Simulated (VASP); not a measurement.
Wanted: the native input for a VASP 6.6.1 run.

* Task: single point
* Functional: PBE
* Potentials or basis: VASP PAW PBE potentials, release 64 (Hf_pv, C)
* Cutoff: 520 eV
* k mesh: 14 × 14 × 14
* Occupations: fermi-dirac, width 0.05 eV
* Spin: no spin polarisation
* Dipole correction: no
* Further INCAR settings: ALGO = Normal; EDIFF = 1e-07; NBANDS = 14

The structure of HfC (zincblende type) lies in POSCAR:

```
HfC
1.0
    0.0000000000      2.4345132259      2.4345132259
    2.4345132259      0.0000000000      2.4345132259
    2.4345132259      2.4345132259      0.0000000000
Hf C
1 1
Direct
    0.0000000000      0.0000000000      0.0000000000
    0.2500000000      0.2500000000      0.2500000000
```

The input as run:

INCAR

```
PREC = Accurate
ENCUT = 520
EDIFF = 1E-7
ISMEAR = -1
SIGMA = 0.05
LREAL = False
LASPH = True
NELM = 100
ALGO = Normal
ISIF = 2
LWAVE = False
LCHARG = False
GGA = PE
NBANDS = 14
```

KPOINTS

```
Automatic mesh
0
Gamma
  14 14 14
```

Potentials or basis: VASP PAW PBE potentials, release 64 (Hf_pv, C).

The run is started by

```bash
$ cat potpaw_PBE.64/Hf_pv/POTCAR potpaw_PBE.64/C/POTCAR > POTCAR
$ mpirun -np 1 vasp_std > vasp.out
```

Results of the run:

The pressure is 19.9 GPa. The band gap on the k mesh is 0.27 eV, indirect (least direct gap 0.28 eV).

Caveat: spin-orbit coupling is left out, which moves the levels of the heavy elements.

It took 66 s on 1 thread of Intel Xeon 8259CL, with other jobs on the host, peak memory 0.19 GiB.
